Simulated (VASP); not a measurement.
# Cr in VASP: notebook

Runs on Cr. Level: PBEsol. Tasks: single point.

Program: VASP 6.6.1. These are calculated values, not measurements. Logs are shortened: lines on timing, memory, paths and dates and some standing lists are left out, and cuts for length are marked.

## Step 1: The cell of the first run

Symmetry: Im-3m, No. 229, cubic system. Conventional cell: a = 2.908 Å, b = 2.908 Å, c = 2.908 Å, α = 90.00°, β = 90.00°, γ = 90.00°. Cr (site symmetry m-3m) has 14 Cr at 2.52 to 2.91 Å within 3.3 Å.

## Step 2: Single point, PBEsol, collinear spin, ferromagnetic start (volume scaled by 0.94)

Input file INCAR:

```
PREC = Accurate
ENCUT = 520
EDIFF = 1E-6
ISMEAR = -1
SIGMA = 0.05
LREAL = False
LASPH = True
NELM = 150
ALGO = Normal
ISIF = 2
LWAVE = False
LCHARG = False
ISPIN = 2
MAGMOM = 3
LORBIT = 11
LMAXMIX = 4
GGA = PS
NBANDS = 16
```

Input file KPOINTS:

```
regular mesh
0
Gamma
  12 12 12
```

Input file POSCAR:

```
Cr
1.0
   -1.4541462833      1.4541462833      1.4541462833
    1.4541462833     -1.4541462833      1.4541462833
    1.4541462833      1.4541462833     -1.4541462833
Cr
1
Direct
    0.0000000000      0.0000000000      0.0000000000
```

Potentials or basis: VASP PAW PBE potentials, release 64 (Cr_pv).

Started as:

```
> cat potpaw_PBE.64/Cr_pv/POTCAR > POTCAR
> mpirun -np 1 vasp_std > vasp.out
```

OUTCAR:

```text
PREC = Accurate
   ENCUT = 520
   EDIFF = 1E-6
   ISMEAR = -1
   LREAL = False
   LASPH = True
   NELM = 150
   ISIF = 2
   ISPIN = 2
   LORBIT = 11
   GGA = PS

 ion  position               nearest neighbor table
   1  0.000  0.000  0.000-

  LATTYP: Found a body centered cubic cell.
 ALAT       =     2.9082925666

  Lattice vectors:

 A1 = (  -1.4541462833,   1.4541462833,   1.4541462833)
 A2 = (   1.4541462833,  -1.4541462833,   1.4541462833)
 A3 = (   1.4541462833,   1.4541462833,  -1.4541462833)

Analysis of symmetry for initial positions (statically):
=====================================================================
 Subroutine PRICEL returns:
 Original cell was already a primitive cell.

 Routine SETGRP: Setting up the symmetry group for a
 body centered cubic supercell.

 Subroutine GETGRP returns: Found 48 space group operations
 (whereof 48 operations were pure point group operations)
 out of a pool of 48 trial point group operations.

The static configuration has the point symmetry O_h .

Analysis of symmetry for dynamics (positions and initial velocities):
=====================================================================
 Subroutine PRICEL returns:
 Original cell was already a primitive cell.

 Routine SETGRP: Setting up the symmetry group for a
 body centered cubic supercell.

 Subroutine GETGRP returns: Found 48 space group operations
 (whereof 48 operations were pure point group operations)
 out of a pool of 48 trial point group operations.

The dynamic configuration has the point symmetry O_h .

Analysis of structural, dynamic, and magnetic symmetry:
=====================================================================
 Subroutine PRICEL returns:
 Original cell was already a primitive cell.

 Routine SETGRP: Setting up the symmetry group for a
 body centered cubic supercell.

 Subroutine GETGRP returns: Found 48 space group operations
 (whereof 48 operations were pure point group operations)
 out of a pool of 48 trial point group operations.

The overall configuration has the point symmetry O_h .

 Subroutine INISYM returns: Found 48 space group operations
 (whereof 48 operations are pure point group operations),
 and found     1 'primitive' translations

----------------------------------------------------------------------------------------

                                     Primitive cell

  volume of cell :      12.2994

  direct lattice vectors                    reciprocal lattice vectors
    -1.454146283  1.454146283  1.454146283     0.000000000  0.343844361  0.343844361
     1.454146283 -1.454146283  1.454146283     0.343844361  0.000000000  0.343844361
     1.454146283  1.454146283 -1.454146283     0.343844361  0.343844361  0.000000000

  length of vectors
     2.518655244  2.518655244  2.518655244     0.486269359  0.486269359  0.486269359

  position of ions in fractional coordinates (direct lattice)
     0.000000000  0.000000000  0.000000000

  ion indices of the primitive-cell ions
   primitive index   ion index
                 1           1

----------------------------------------------------------------------------------------

 KPOINTS: regular mesh

Automatic generation of k-mesh.
 Grid dimensions read from file:
 generate k-points for:   12   12   12

 Generating k-lattice:

  Cartesian coordinates                     Fractional coordinates (reciprocal lattice)
     0.000000000  0.028653697  0.028653697     0.083333333  0.000000000  0.000000000
     0.028653697  0.000000000  0.028653697     0.000000000  0.083333333  0.000000000
     0.028653697  0.028653697  0.000000000     0.000000000  0.000000000  0.083333333

  Length of vectors
     0.040522447  0.040522447  0.040522447

  Shift w.r.t. Gamma in fractional coordinates (k-lattice)
     0.000000000  0.000000000  0.000000000

 Subroutine IBZKPT returns following result:
 ===========================================

 Found     72 irreducible k-points:

 Following reciprocal coordinates:
            Coordinates               Weight
  0.000000  0.000000  0.000000      1.000000
  0.083333  0.000000  0.000000     12.000000
  0.166667  0.000000  0.000000     12.000000
  0.250000  0.000000  0.000000     12.000000
  0.333333  0.000000  0.000000     12.000000
  0.416667  0.000000  0.000000     12.000000
[... 16 lines left out ...]
  0.333333  0.083333  0.083333     24.000000
  0.416667  0.083333  0.083333     12.000000
 [... further k-points ...]
   k-points           NKPTS =     72   k-points in BZ     NKDIM =     72   number of bands    NBANDS=     16
   number of dos      NEDOS =    301   number of ions     NIONS =      1
   total plane-waves  NPLWV =   8000
   dimension x,y,z NGX =    20 NGY =   20 NGZ =   20
   dimension x,y,z NGXF=    40 NGYF=   40 NGZF=   40
   ions per type =               1
   NGX,Y,Z   is equivalent  to a cutoff of  13.20, 13.20, 13.20 a.u.
   NGXF,Y,Z  is equivalent  to a cutoff of  26.40, 26.40, 26.40 a.u.
 SYSTEM =  unknown system
   PREC   = accura    normal or accurate (medium, high low for compatibility)
   ISTART =      0    job   : 0-new  1-cont  2-samecut
   ICHARG =      2    charge: 1-file 2-atom 10-const
   ISPIN  =      2    spin polarized calculation?
   LNONCOLLINEAR =      F non collinear calculations
   LSORBIT =      F    spin-orbit coupling
   LASPH  =      T    aspherical Exc in radial PAW
   ENCUT  =  520.0 eV  38.22 Ry    6.18 a.u.   4.68  4.68  4.68*2*pi/ulx,y,z
   NELM   =    150;   NELMIN=  2; NELMDL= -5     # of ELM steps
   EDIFF  = 0.1E-05   stopping-criterion for ELM
   LREAL  =      F    real-space projection
   EDIFFG = 0.1E-04   stopping-criterion for IOM
   NSW    =      0    number of steps for IOM
   IBRION =     -1    ionic relax: 0-MD 1-quasi-New 2-CG
   NFREE  =      0    steps in history (QN), initial steepest desc. (CG)
   ISIF   =      2    stress and relaxation
   ISYM   =      2    0-nonsym 1-usesym 2-fastsym
   POTIM  = 0.5000    time-step for ionic-motion
   TEBEG  =    0.0;   TEEND  =   0.0 temperature during run
   PSTRESS=    0.0 pullay stress
   NELECT =      12.0000    total number of electrons
   NUPDOWN=      -1.0000    fix difference up-down
   EMIN   =  10.00;   EMAX   =-10.00  energy-range for DOS
   EFERMI =   0.00;   METHOD = LEGACY
   ISMEAR =    -1;   SIGMA  =   0.05  broadening in eV -4-tet -1-fermi 0-gaus
   EFERMI_NEDOS =   21; number of points for ismear=-14 and -15
   IALGO  =     38    algorithm
   IMIX   =      4    mixing-type and parameters
     AMIX     =   0.40;   BMIX     =  1.00
     AMIX_MAG =   1.60;   BMIX_MAG =  1.00
  volume/ion in A,a.u.               =      12.30        83.00
  Fermi-wavevector in a.u.,A,eV,Ry     =   1.623705  3.068358 35.870647  2.636418
  Thomas-Fermi vector in A             =   2.717112
   LORBIT       =     11    0 simple, 1 ext, 2 COOP (PROOUT), +10 PAW based schemes
   GGA     = PS    functional components
   LHFCALC =     F    Hartree Fock is set to
   AEXX    =    0.0000 exact exchange contribution
   IVDW    =     0    specifies the selected vdW correction
   LEPSILON=     F    determine dielectric tensor
   LRPA    =     F    only Hartree local field effects (RPA)
 spin polarized calculation
  energy-cutoff  :      520.00
  volume of cell :       12.30
 maximum number of plane-waves:       370
   NGX =  9   NGY =  9   NGZ =  9

 number of electron      11.9999998 magnetization      -0.0036044

 number of electron      11.9999998 magnetization       0.0002731

 Free energy of the ion-electron system (eV)
  ---------------------------------------------------
  ext. energy  EPLUGINS =         0.00000000
  ---------------------------------------------------
  free energy    TOTEN  =       -10.15490259 eV

  energy without entropy =      -10.14969804  energy(sigma->0) =      -10.15230031

 E-fermi :   9.9276     XC(G=0): -13.4667

 val. band max:        9.8673907669   @ k =   0.1667   0.0000   0.0000
 cond. band min:       9.9814621804   @ k =   0.4167   0.0833   0.0000
 fundamental gap:      0.1140714135
 Fermi energy:         9.9276185393

 spin component 1

 k-point     1 :       0.0000    0.0000    0.0000
  band No.  band energies     occupation
      1     -32.6884      1.00000
      2     -32.6883      1.00000
      3     -32.6883      1.00000
      4       2.3049      1.00000
      5       9.1379      1.00000
      6       9.1379      1.00000
[... 8 lines left out ...]
     15      38.6770      0.00000
     16      42.6469      0.00000

 k-point     2 :       0.0833    0.0000    0.0000
  band No.  band energies     occupation
      1     -32.7413      1.00000
      2     -32.7048      1.00000
      3     -32.6886      1.00000
      4       2.5924      1.00000
      5       9.0315      1.00000
      6       9.1173      1.00000
[... 8 lines left out ...]
     15      39.1600      0.00000
     16      40.0359      0.00000
[... 387 lines left out ...]
      5       7.7131      1.00000
      6       9.2424      1.00000
[... 8 lines left out ...]
     15      40.2319      0.00000
     16      41.8643      0.00000

 k-point    24 :       0.4167    0.0833    0.0833
  band No.  band energies     occupation
      1     -33.3954      1.00000
      2     -32.9638      1.00000
      3     -32.7412      1.00000
      4       6.2516      1.00000
      5       7.6413      1.00000
      6       9.7404      0.97690
[... 8 lines left out ...]
     15      40.3866      0.00000
     16      41.3541      0.00000

 [... further k-points ...]

 spin component 2

 k-point     1 :       0.0000    0.0000    0.0000
  band No.  band energies     occupation
      1     -32.6881      1.00000
      2     -32.6881      1.00000
      3     -32.6881      1.00000
      4       2.3050      1.00000
      5       9.1381      1.00000
      6       9.1381      1.00000
[... 8 lines left out ...]
     15      38.6772      0.00000
     16      42.6469      0.00000

 k-point     2 :       0.0833    0.0000    0.0000
  band No.  band energies     occupation
      1     -32.7410      1.00000
      2     -32.7045      1.00000
      3     -32.6883      1.00000
      4       2.5925      1.00000
      5       9.0317      1.00000
      6       9.1175      1.00000
[... 8 lines left out ...]
     15      39.1601      0.00000
     16      40.0361      0.00000
[... 387 lines left out ...]
      5       7.7133      1.00000
      6       9.2426      1.00000
[... 8 lines left out ...]
     15      40.2320      0.00000
     16      41.8644      0.00000

 k-point    24 :       0.4167    0.0833    0.0833
  band No.  band energies     occupation
      1     -33.3951      1.00000
      2     -32.9635      1.00000
      3     -32.7409      1.00000
      4       6.2518      1.00000
      5       7.6414      1.00000
      6       9.7405      0.97685
[... 8 lines left out ...]
     15      40.3867      0.00000
     16      41.3542      0.00000

 [... further k-points ...]

------------------------ aborting loop because EDIFF is reached ----------------------------------------

  FORCE on cell =-STRESS in cart. coord.  units (eV):
  Direction    XX          YY          ZZ          XY          YZ          ZX
  --------------------------------------------------------------------------------------
  -------------------------------------------------------------------------------------
  Total       -1.7990860     -1.7990860     -1.7990860     -0.0000000      0.0000000      0.0000000
  in kB     -234.3571566   -234.3571566   -234.3571566     -0.0000000      0.0000000      0.0000000
  external PRESSURE =    -234.3571566 kB  Pullay stress =       0.0000000 kB

 VOLUME and BASIS-vectors are now :
 -----------------------------------------------------------------------------
  energy-cutoff  :      520.00
  volume of cell :       12.30
      direct lattice vectors                 reciprocal lattice vectors
    -1.454146283  1.454146283  1.454146283     0.000000000  0.343844361  0.343844361
     1.454146283 -1.454146283  1.454146283     0.343844361  0.000000000  0.343844361
     1.454146283  1.454146283 -1.454146283     0.343844361  0.343844361  0.000000000

 POSITION                                       TOTAL-FORCE (eV/Angst)
 -----------------------------------------------------------------------------------
      0.00000      0.00000      0.00000         0.000000     -0.000000      0.000000
 -----------------------------------------------------------------------------------
    total drift:                                0.000000     -0.000000      0.000000

  FREE ENERGIE OF THE ION-ELECTRON SYSTEM (eV)
  ---------------------------------------------------
  free  energy   TOTEN  =       -10.1549025857 eV

  energy  without entropy=      -10.1496980376  energy(sigma->0) =      -10.15230031

 total charge

# of ion       s       p       d       tot
------------------------------------------
    1        0.409   6.366   4.152  10.926

 magnetization (x)

# of ion       s       p       d       tot
------------------------------------------
    1       -0.000  -0.000   0.000   0.000
```

Wall time 29 s (1 thread of Intel Xeon 8259CL, shared host); peak memory 0.14 GiB.

What came out:

- Free energy: -10.1549 eV
- Pressure: -23.4 GPa
- Band gap on the k mesh: zero (filled and empty bands overlap)
- Net moment: 0.00 μB per cell
- Valence electrons inside the program's atomic spheres: Cr 10.93

Caveat: the starting moments collapsed, and a magnetic state may lie lower; the PAW data sets were made with another functional, which shifts forces and pressure a little.

## Step 3: Single point, PBEsol, collinear spin, ferromagnetic start (volume scaled by 0.96)

Input file INCAR:

```
SYSTEM = Cr
ALGO = Normal
EDIFF = 1E-7
ENCUT = 520
GGA = PS
ISIF = 2
ISMEAR = -1
ISPIN = 2
LASPH = .TRUE.
LCHARG = .TRUE.
LELF = .TRUE.
LMAXMIX = 4
LORBIT = 11
LREAL = .FALSE.
LVHAR = .TRUE.
LWAVE = .FALSE.
MAGMOM = 3
NBANDS = 16
NELM = 150
PREC = Accurate
SIGMA = 0.05
```

Input file KPOINTS:

```
k-points
0
G
  12 12 12
  0 0 0
```

Input file POSCAR:

```
Cr
1.0
   -1.4643870875      1.4643870875      1.4643870875
    1.4643870875     -1.4643870875      1.4643870875
    1.4643870875      1.4643870875     -1.4643870875
Cr
1
Direct
    0.0000000000      0.0000000000      0.0000000000
```

Potentials or basis: VASP PAW PBE potentials, release 64 (Cr_pv).

Started as:

```
> cat potpaw_PBE.64/Cr_pv/POTCAR > POTCAR
> mpirun -np 1 vasp_std > vasp.out
```

It took 43 s on 1 thread of Intel Xeon 8259CL, shared host; peak memory 0.15 GiB.

Results (log left out):

| Item | Value |
| --- | --- |
| Free energy | -10.1142 eV |
| Pressure | -26.7 GPa |
| Band gap on the k mesh | zero (filled and empty bands overlap) |
| Net moment | 0.00 μB per cell |
| Valence electrons inside the program's atomic spheres | Cr 10.89 |

Levels at points of the mesh, in eV from the Fermi level:
Spin up:
```csv
k point,band 3,band 4,band 5,band 6,band 7,band 8,band 9,band 10
"(0.00, 0.00, 0.00)",-42.64,-7.54,-0.76,-0.76,-0.76,1.05,1.05,7.10
"(0.50, 0.00, 0.00)",-42.64,-4.01,-2.14,0.96,1.04,1.34,2.59,7.10
"(0.50, 0.50, 0.50)",-43.13,-3.81,-3.81,2.24,2.24,2.24,7.10,9.88
```
Spin down:
```tsv
k point	band 4	band 5	band 6	band 7	band 8	band 9
(0.00, 0.00, 0.00)	-7.54	-0.76	-0.76	-0.76	1.05	1.05
(0.50, 0.00, 0.00)	-4.01	-2.14	0.96	1.04	1.34	2.59
(0.50, 0.50, 0.50)	-3.81	-3.81	2.24	2.24	2.24	7.10
```

Caveat: the starting moments collapsed, and a magnetic state may lie lower; the PAW data sets were made with another functional, which shifts forces and pressure a little.

(Continued in part 2 of 3.)
